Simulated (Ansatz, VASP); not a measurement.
One calculation of HfO2, two programs

```xyz
3
Lattice="-0.0085 2.5998 2.6766 2.5859 0.0054 2.6626 2.5913 2.5913 0.0000" Properties=species:S:1:pos:R:3 pbc="T T T"
Hf   -0.0293   -0.0293    0.0000
O     1.3039    1.3167    1.3442
O     3.8941    3.9092    3.9950
```

Alike in both runs: task single point; functional PBE; k mesh 8 × 8 × 8; occupations gaussian, width 0.02 eV; no spin polarisation.

```csv
,VASP,Ansatz
version,VASP 6.6.1,Ansatz 0.2.0
potentials or method,"VASP PAW PBE potentials, release 64 (Hf_pv, O), cutoff 520 eV","scalar-relativistic, plane waves, PAW"
valence electrons in the cell,22,38
```

Ansatz gave:

```
gap on the k mesh at the Fermi level (eV)                     : 3.40
least direct gap on the mesh (eV)                             : 3.43
pressure (GPa)                                                : -16.4
traceless stress, the component that is largest in VASP (GPa) : -7.96
rms of the force components (eV/Å)                            : 0.062
```

Q: What did VASP give for the same quantities?

A: gap on the k mesh at the Fermi level (eV): 3.37; least direct gap on the mesh (eV): 3.41; pressure (GPa): -19.3; traceless stress, the component that is largest in VASP (GPa): -8.07; rms of the force components (eV/Å): 0.057.

Atom by atom the forces differ by 0.009 eV/Å (rms over components). With one functional, cell and mesh, what is left measures potentials, basis and numerics. VASP's potentials hold 22 valence electrons a cell and Ansatz's 38, so a difference there can come from the potentials and not from the codes.

Spin-orbit coupling is off throughout.
